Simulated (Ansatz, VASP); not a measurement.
# SiSn2 in VASP and in Ansatz

```xyz
3
Lattice="5.2805 0.0000 0.0000 -2.6402 4.5730 0.0000 0.0000 0.0000 3.0177" Properties=species:S:1:pos:R:3 pbc="T T T"
Si    0.0000    0.0000    0.0000
Sn    0.0000    3.0487    1.5089
Sn    2.6402    1.5243    1.5089
```

Alike in both runs: functional PBE; k mesh 12 × 12 × 16; occupations gaussian, width 0.1 eV; no spin polarisation.

Ansatz relaxed the structure, and its values are those at the end. VASP's run is a single point on that final structure, the one shown.

|  | VASP | Ansatz |
| --- | --- | --- |
| version | VASP 6.6.1 | Ansatz 0.2.0 |
| potentials or method | VASP PAW PBE potentials, release 64 (Si, Sn_d), cutoff 520 eV | scalar-relativistic, plane waves, PAW |
| valence electrons in the cell | 32 | 32 |

```tsv
	VASP	Ansatz	Ansatz less VASP
gap on the k mesh at the Fermi level (eV)	none	none	-
pressure (GPa)	-0.1	0.0	+0.08
```

A gap of «none» marks a metal or a gap that the smearing closes. With one functional, cell and mesh, what is left measures potentials, basis and numerics.
